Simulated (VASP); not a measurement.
# ZrTl2 (P6/mmm) in VASP: a series of runs

ZrTl2 is run at these levels: PBEsol; tasks: relaxation of cell and atoms, relaxation of shape and atoms at fixed volume.

Everything below comes from runs of VASP 6.6.1. Logs are shortened: lines on timing, memory, paths and dates and some standing lists are left out, and cuts for length are marked.

**1. The cell of the first run**

The structure is hexagonal, space group P6/mmm (No. 191). Conventional cell: a = 4.270 Å, b = 4.270 Å, c = 4.624 Å, α = 90.00°, β = 90.00°, γ = 120.00°. Within 4.4 Å of Zr (site symmetry 6/mmm) lie 12 Tl at 3.38 Å and 6 Zr at 4.27 Å. Within 3.4 Å of Tl (site symmetry -6m2) lie 3 Tl at 2.47 Å and 6 Zr at 3.38 Å.

**2. Relaxation of cell and atoms, PBEsol**

Input file INCAR:

```
SYSTEM = ZrTl2
PREC     = Accurate       ! precision mode
ENCUT    = 600            ! plane-wave cutoff, eV
EDIFF    = 1E-7           ! SCF threshold, eV
ISMEAR   = 0              ! smearing method
SIGMA    = 0.05           ! smearing width, eV
LREAL    = .False.        ! projectors in reciprocal space
LASPH    = .True.         ! aspherical terms in the spheres
NELM     = 60             ! most SCF steps
ALGO     = Fast           ! electronic algorithm
ISIF     = 3              ! what is computed and relaxed
LWAVE    = .False.        ! write WAVECAR
LCHARG   = .False.        ! write CHGCAR
GGA      = PS             ! functional
IBRION   = 2              ! ionic algorithm
NSW      = 80             ! ionic steps
EDIFFG   = -0.01          ! ionic threshold
```

Input file KPOINTS:

```
Automatic mesh
0
Gamma
  8 8 8
  0 0 0
```

Input file POSCAR:

```
ZrTl2
1.0
    4.2701149076      0.0000000000      0.0000000000
   -2.1350574538      3.6980279870      0.0000000000
    0.0000000000      0.0000000000      4.6235184276
Zr Tl
1 2
Direct
    0.0000000000      0.0000000000      0.0000000000
    0.3333333333      0.6666666667      0.5000000000
    0.6666666667      0.3333333333      0.5000000000
```

Potentials or basis: VASP PAW PBE potentials, release 64 (Zr_sv, Tl_d).

Command:

```console
$ cat potpaw_PBE.64/Zr_sv/POTCAR potpaw_PBE.64/Tl_d/POTCAR > POTCAR
$ mpirun -np 1 vasp_std > vasp.out
```

OUTCAR:

```text
SYSTEM = ZrTl2
   PREC = Accurate
   ENCUT = 600
   EDIFF = 1E-7
   ISMEAR = 0
   LREAL = .False.
   LASPH = .True.
   NELM = 60
   ISIF = 3
   GGA = PS
   IBRION = 2
   NSW = 80
   EDIFFG = -0.01

 ion  position               nearest neighbor table
   1  0.000  0.000  0.000-   2 3.38   3 3.38   2 3.38   3 3.38   2 3.38   2 3.38   3 3.38   3 3.38
                             3 3.38   3 3.38   2 3.38   2 3.38
   2  0.333  0.667  0.500-   3 2.47   3 2.47   3 2.47   1 3.38   1 3.38   1 3.38   1 3.38   1 3.38
                             1 3.38
   3  0.667  0.333  0.500-   2 2.47   2 2.47   2 2.47   1 3.38   1 3.38   1 3.38   1 3.38   1 3.38
                             1 3.38

  LATTYP: Found a hexagonal cell.
 ALAT       =     4.2701149076
 C/A-ratio  =     1.0827620632

  Lattice vectors:

 A1 = (   4.2701149076,   0.0000000000,   0.0000000000)
 A2 = (  -2.1350574538,   3.6980279870,   0.0000000000)
 A3 = (   0.0000000000,   0.0000000000,   4.6235184276)

Analysis of symmetry for initial positions (statically):
=====================================================================
 Subroutine PRICEL returns:
 Original cell was already a primitive cell.

 Routine SETGRP: Setting up the symmetry group for a
 hexagonal supercell.

 Subroutine GETGRP returns: Found 24 space group operations
 (whereof 24 operations were pure point group operations)
 out of a pool of 24 trial point group operations.

The static configuration has the point symmetry D_6h.

Analysis of symmetry for dynamics (positions and initial velocities):
=====================================================================
 Subroutine PRICEL returns:
 Original cell was already a primitive cell.

 Routine SETGRP: Setting up the symmetry group for a
 hexagonal supercell.

 Subroutine GETGRP returns: Found 24 space group operations
 (whereof 24 operations were pure point group operations)
 out of a pool of 24 trial point group operations.

The dynamic configuration has the point symmetry D_6h.

 Subroutine INISYM returns: Found 24 space group operations
 (whereof 24 operations are pure point group operations),
 and found     1 'primitive' translations

----------------------------------------------------------------------------------------

                                     Primitive cell

  volume of cell :      73.0100

  direct lattice vectors                    reciprocal lattice vectors
[... 84 lines left out ...]
   LNONCOLLINEAR =      F non collinear calculations
   LSORBIT =      F    spin-orbit coupling
   LASPH  =      T    aspherical Exc in radial PAW
   ENCUT  =  600.0 eV  44.10 Ry    6.64 a.u.   8.53  8.53  9.23*2*pi/ulx,y,z
   NELM   =     60;   NELMIN=  2; NELMDL= -5     # of ELM steps
   EDIFF  = 0.1E-06   stopping-criterion for ELM
   LREAL  =      F    real-space projection
   EDIFFG = -.1E-01   stopping-criterion for IOM
   NSW    =     80    number of steps for IOM
   IBRION =      2    ionic relax: 0-MD 1-quasi-New 2-CG
   NFREE  =      1    steps in history (QN), initial steepest desc. (CG)
   ISIF   =      3    stress and relaxation
   ISYM   =      2    0-nonsym 1-usesym 2-fastsym
   POTIM  = 0.5000    time-step for ionic-motion
   TEBEG  =    0.0;   TEEND  =   0.0 temperature during run
   PSTRESS=    0.0 pullay stress
   NELECT =      38.0000    total number of electrons
   NUPDOWN=      -1.0000    fix difference up-down
   EMIN   =  10.00;   EMAX   =-10.00  energy-range for DOS
   EFERMI =   0.00;   METHOD = LEGACY
   ISMEAR =     0;   SIGMA  =   0.05  broadening in eV -4-tet -1-fermi 0-gaus
   EFERMI_NEDOS =   21; number of points for ismear=-14 and -15
   IALGO  =     68    algorithm
   IMIX   =      4    mixing-type and parameters
     AMIX     =   0.40;   BMIX     =  1.00
     AMIX_MAG =   1.60;   BMIX_MAG =  1.00
  volume/ion in A,a.u.               =      24.34       164.23
  Fermi-wavevector in a.u.,A,eV,Ry     =   1.316867  2.488518 23.594389  1.734139
  Thomas-Fermi vector in A             =   2.446949
   LORBIT       =      0    0 simple, 1 ext, 2 COOP (PROOUT), +10 PAW based schemes
   GGA     = PS    functional components
   LHFCALC =     F    Hartree Fock is set to
   AEXX    =    0.0000 exact exchange contribution
   IVDW    =     0    specifies the selected vdW correction
   LEPSILON=     F    determine dielectric tensor
   LRPA    =     F    only Hartree local field effects (RPA)
 conjugate gradient relaxation of ions
 non-spin polarized calculation
 RMM-DIIS sequential band-by-band and
 Gauss-broadening in eV      SIGMA  =   0.05
  energy-cutoff  :      600.00
  volume of cell :       73.01
 maximum number of plane-waves:      2479
 NGX is ok and might be reduce to    36
   NGX = 17   NGY = 17   NGZ = 19

--------------------------------------- Ionic step        1  -------------------------------------------

 number of electron      38.0000000 magnetization

 Free energy of the ion-electron system (eV)
  ---------------------------------------------------
  ext. energy  EPLUGINS =         0.00000000
  ---------------------------------------------------
  free energy    TOTEN  =       -11.28235279 eV

  energy without entropy =      -11.28130603  energy(sigma->0) =      -11.28182941

------------------------ aborting loop because EDIFF is reached ----------------------------------------

  FORCE on cell =-STRESS in cart. coord.  units (eV):
  Direction    XX          YY          ZZ          XY          YZ          ZX
  --------------------------------------------------------------------------------------
  -------------------------------------------------------------------------------------
  Total       11.7236113     11.7236113     -6.2927486      0.0000000     -0.0000000      0.0000000
  in kB      257.2702950    257.2702950   -138.0920297      0.0000000     -0.0000000      0.0000000
  external PRESSURE =     125.4828534 kB  Pullay stress =       0.0000000 kB
[... 1359 lines left out ...]
     22      12.2357      0.00000
     23      12.9985      0.00000

 [... further k-points ...]

[... ionic steps 4 to 16 ...]

--------------------------------------- Ionic step       17  -------------------------------------------

 number of electron      37.9999994 magnetization

------------------------ aborting loop because EDIFF is reached ----------------------------------------
[... 69 lines left out ...]
--------------------------------------- Ionic step       19  -------------------------------------------

 number of electron      37.9999994 magnetization

 Free energy of the ion-electron system (eV)
  ---------------------------------------------------
  ext. energy  EPLUGINS =         0.00000000
  ---------------------------------------------------
  free energy    TOTEN  =       -13.82757228 eV

  energy without entropy =      -13.82330118  energy(sigma->0) =      -13.82543673

 E-fermi :   8.8470     XC(G=0): -11.3206

 val. band max:        8.8266544728   @ k =   0.0000   0.0000   0.2500
 cond. band min:       8.8585267280   @ k =   0.3750   0.2500   0.1250
 fundamental gap:      0.0318722552
 Fermi energy:         8.8470434887
[... 654 lines left out ...]
  FREE ENERGIE OF THE ION-ELECTRON SYSTEM (eV)
  ---------------------------------------------------
  free  energy   TOTEN  =       -13.8275722777 eV

  energy  without entropy=      -13.8233011808  energy(sigma->0) =      -13.82543673

 reached required accuracy - stopping structural energy minimisation
```

OSZICAR:

```text
N       E                     dE             d eps       ncg     rms          rms(c)
DAV:   1     0.299950954871E+03    0.29995E+03   -0.23064E+04  2300   0.182E+03
DAV:   2    -0.572027960552E+00   -0.30052E+03   -0.29816E+03  2566   0.418E+02
DAV:   3    -0.120715782525E+02   -0.11500E+02   -0.11370E+02  3418   0.683E+01
[... 407 lines left out ...]
RMM:   4    -0.138275719998E+02   -0.13673E-05   -0.74969E-05  2633   0.562E-02    0.150E-02
RMM:   5    -0.138275720768E+02   -0.77004E-07   -0.25508E-05  2758   0.305E-02    0.517E-03
RMM:   6    -0.138275722252E+02   -0.14836E-06   -0.54800E-06  2932   0.131E-02    0.156E-03
RMM:   7    -0.138275723471E+02   -0.12195E-06   -0.19008E-06  2665   0.735E-03    0.146E-03
RMM:   8    -0.138275722298E+02    0.11730E-06   -0.83294E-07  2267   0.501E-03    0.991E-04
RMM:   9    -0.138275722777E+02   -0.47886E-07   -0.22076E-07  1653   0.287E-03
  19 F= -.13827572E+02 E0= -.13825437E+02  d E =-.275453E-04
```

Run time: 24 min. Hardware: 1 thread of Intel Xeon 6975P-C (Granite Rapids), shared host; peak memory 0.34 GiB.

What came out:

```
Free energy                           : -13.8276 eV
Relaxed volume                        : 23.48 Å³/atom
Relaxed cell                          : a = 5.129 Å, b = 5.129 Å, c = 3.092 Å, α = 90.00°, β = 90.00°, γ = 120.00°
Space group after relaxing (to 0.1 Å) : P6/mmm (No. 191)
Energy gained by relaxing             : 848.4 meV/atom
Ionic steps                           : 19
Pressure after relaxing               : 0.0 GPa
Band gap on the k mesh                : zero (bands 19 and 20 overlap by 0.89 eV)
```

The path:
```tsv
step	energy change (eV)	largest force (eV/Å)	pressure (GPa)	volume (Å³)
1	0.0000	0.0000	12.55	73.01
2	-1.0459	0.0000	-9.18	92.70
3	-1.2505	0.0000	-6.19	84.98
4	-1.8352	0.0000	-2.53	75.78
5	-2.1439	0.0000	3.77	68.38
6	-0.8584	0.0000	40.84	53.55
7	-2.1758	0.0000	5.62	66.87
8	-2.2029	0.0000	8.51	64.68
9	-2.3892	0.0000	8.35	64.30
10	-2.3877	0.0000	8.82	64.12
11	-2.5297	0.0000	2.27	68.41
12	-2.5427	0.0000	-0.39	70.72
13	-2.5431	0.0000	-0.04	70.38
14	-2.5431	0.0000	0.09	70.25
15	-2.5438	0.0000	0.10	70.27
16	-2.5451	0.0000	0.10	70.33
17	-2.5452	0.0000	0.10	70.35
18	-2.5452	0.0000	0.10	70.34
19	-2.5452	0.0000	0.01	70.45
```

Final structure:
```
Zr Tl
1.0
     5.12881    0.00000    0.00000
    -2.56441    4.44168    0.00000
     0.00000    0.00000    3.09243
Zr Tl
1 2
Direct
  0.00000 0.00000 0.00000
  0.33333 0.66667 0.50000
  0.66667 0.33333 0.50000
```

Caveat: a cell axis changed by over 15 % at a fixed basis, so the end point is rough; the PAW data sets were made with another functional, which shifts forces and pressure a little; spin-orbit coupling is left out, which moves the levels of the heavy elements.

(Continued in part 2 of 2.)

The gap in the log of VASP goes by the Fermi energy; the results here count the filled bands.